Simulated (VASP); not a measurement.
A run of VASP 6.6.1 is set up as follows.

File INCAR:

```
SYSTEM = YV
PREC = Accurate
ENCUT = 520
EDIFF = 1E-6
ISMEAR = 0
SIGMA = 0.1
LREAL = .FALSE.
LASPH = .TRUE.
NELM = 150
ALGO = Normal
ISIF = 2
LWAVE = .FALSE.
LCHARG = .FALSE.
ISPIN = 2
MAGMOM = 0.43 -0.01
LORBIT = 11
NUPDOWN = 0.38
LMAXMIX = 4
GGA = PE
NBANDS = 23
```

KPOINTS

```
regular mesh
0
G
  12 12 12
  0 0 0
```

Contents of POSCAR:

```
YV
1.0
    3.6142622652      0.0000000000      0.0000000000
    0.0000000000      3.6142622652      0.0000000000
    0.0000000000      0.0000000000      3.6142622652
V Y
1 1
Direct
    0.0000000000      0.0000000000      0.0000000000
    0.5000000000      0.5000000000      0.5000000000
```

Potentials or basis: VASP PAW PBE potentials, release 64 (V_sv, Y_sv).

Command:

```console
$ cat potpaw_PBE.64/V_sv/POTCAR potpaw_PBE.64/Y_sv/POTCAR > POTCAR
$ mpirun -np 1 vasp_std > vasp.out
```

What does it give for the pressure?

-5.2 GPa.

Caveat: the cell stands under tension; the total moment is fixed, so each spin has its own Fermi level and the state may be an excited one.
